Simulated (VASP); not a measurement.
A run of VASP 6.6.1:

Contents of INCAR:

```
PREC = Accurate
ENCUT = 600
EDIFF = 1E-8
ISMEAR = 0
SIGMA = 0.01
LREAL = False
LASPH = True
NELM = 80
ALGO = Normal
ISIF = 3
LWAVE = False
LCHARG = False
GGA = PS
NBANDS = 11
IBRION = 6
NFREE = 2
POTIM = 0.015
NSW = 1
```

KPOINTS

```
Automatic mesh
0
Gamma
  10 10 10
```

File POSCAR:

```
MgO
1.0
    0.0000000000      2.1071396364      2.1071396364
    2.1071396364      0.0000000000      2.1071396364
    2.1071396364      2.1071396364      0.0000000000
Mg O
1 1
Direct
    0.0000000000      0.0000000000      0.0000000000
    0.5000000000      0.5000000000      0.5000000000
```

Potentials or basis: VASP PAW PBE potentials, release 64 (Mg, O).

Launch:

```console
$ cat potpaw_PBE.64/Mg/POTCAR potpaw_PBE.64/O/POTCAR > POTCAR
$ mpirun -np 1 vasp_std > vasp.out
```

Hardware: 1 thread of AMD EPYC 9R45 (Zen 5) (shared host).

How long does it take, and how much memory?

Run time: 5.7 min on 1 thread of AMD EPYC 9R45 (Zen 5), on a shared host, peak memory 0.22 GiB. Counts: scf iterations 154, k points 47.
